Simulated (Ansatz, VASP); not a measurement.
**Two plane-wave programs on Ag2Ir**

```
Ag Ir
1.0
    -1.37476    1.37476    6.53175
     1.37476   -1.37476    6.53175
     1.37476    1.37476   -6.53175
Ag Ir
2 1
Direct
  0.66380 0.66380 0.00000
  0.33620 0.33620 0.00000
  0.00000 0.00000 0.00000
```

Alike in both runs: functional PBE; k mesh 18 × 18 × 18; occupations gaussian, width 0.1 eV; no spin polarisation.

Ansatz relaxed the structure, and its values are those at the end. VASP's run is a single point on that final structure, the one shown.

```csv
,VASP,Ansatz
version,VASP 6.6.1,Ansatz 0.2.0
potentials or method,"VASP PAW PBE potentials, release 64 (Ag, Ir), cutoff 520 eV","scalar-relativistic, plane waves, PAW"
valence electrons in the cell,31,55
```

Ansatz gave:

| Property | Result |
| --- | --- |
| gap on the k mesh at the Fermi level (eV) | none |
| pressure (GPa) | 0.0 |
| rms of the force components (eV/Å) | 0.000 |

Task: Which values does VASP return?

Result: gap on the k mesh at the Fermi level (eV): none; pressure (GPa): -0.1; rms of the force components (eV/Å): 0.003.

A gap of «none» marks a metal or a gap that the smearing closes. With one functional, cell and mesh, what is left measures potentials, basis and numerics. VASP's potentials hold 31 valence electrons a cell and Ansatz's 55, so a difference there can come from the potentials and not from the codes.

Spin-orbit coupling is off throughout.
